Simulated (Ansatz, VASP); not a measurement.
**C in VASP and in Ansatz**

```
C
1.0
     2.50320    0.00000    0.00000
    -1.25160    2.16783    0.00000
     0.00000    0.00000    4.16887
C
4
Cartesian
  0.0000 1.4452 0.0010
  1.2516 0.7226 2.0854
  0.0000 1.4452 1.5624
  1.2516 0.7226 3.6468
```

Alike in both runs: task single point; functional PBE0; k mesh 9 × 9 × 4; no spin polarisation.

|  | VASP | Ansatz |
| --- | --- | --- |
| version | VASP 6.6.1 | Ansatz 0.2.0 |
| potentials or method | VASP PAW PBE potentials, release 64 (C) | plane waves, PAW |
| plane-wave cutoff (eV) | 520 | 420 |
| occupations | gaussian, width 0.01 eV | fixed |
| valence electrons in the cell | 16 | 16 |

```csv
,VASP,Ansatz,Ansatz less VASP
gap on the k mesh at the Fermi level (eV),5.13,5.13,+0.002
pressure (GPa),-5.0,-5.8,-0.80
"traceless stress, the component that is largest in VASP (GPa)",-0.86,-0.79,+0.068
rms of the force components (eV/Å),0.000,0.003,+0.0029
```

Atom by atom the forces differ by 0.003 eV/Å (rms over components). Ansatz's warnings: stress exchange threshold loose, stress scf threshold loose.
